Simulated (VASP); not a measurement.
Here is a VASP 6.6.1 calculation.

File INCAR:

```
SYSTEM = LiBr2
  PREC = Accurate
  ENCUT = 520
  EDIFF = 1E-7
  ISMEAR = -1
  SIGMA = 0.1
  LREAL = .FALSE.
  LASPH = .TRUE.
  NELM = 80
  ALGO = Normal
  ISIF = 2
  LWAVE = .FALSE.
  LCHARG = .FALSE.
  GGA = CA
  NBANDS = 26
```

File KPOINTS:

```
Automatic mesh
0
G
  4 4 4
  0 0 0
```

Contents of POSCAR:

```
LiBr2
1.0
    0.0000000000     -0.0000003245      6.8532300747
    4.7849386705      0.0000000000      0.0000000000
    2.3924693353      4.2901978857     -3.4266148342
Br Li
4 2
Direct
    0.1285724505      0.1674368642      0.2571449010
    0.8714275495      0.8325631358      0.7428550990
    0.3714275495      0.4245817652      0.7428550990
    0.6285724505      0.5754182348      0.2571449010
    0.2500000000      0.0000000000      0.0000000000
    0.7500000000      0.0000000000      0.0000000000
```

Potentials or basis: VASP PAW LDA potentials, release 64 (Br, Li_sv).

Launch:

```console
$ cat potpaw_LDA.64/Br/POTCAR potpaw_LDA.64/Li_sv/POTCAR > POTCAR
$ mpirun -np 1 vasp_std > vasp.out
```

**Question.** What does it give for the band gap on the k mesh?

**Answer.** Zero (bands 17 and 18 overlap by 0.91 eV).

Forces in eV/Å, atoms in the order of the input:
```
Br   0.001 -0.002  0.000
Br  -0.001  0.002  0.000
Br   0.001  0.002  0.000
Br  -0.001 -0.002  0.000
Li   0.000  0.000  0.000
Li   0.000  0.000  0.000
```

Caveat: the k points lie up to 0.38 Å⁻¹ apart, too coarse for converged energies and pressures of a metal.
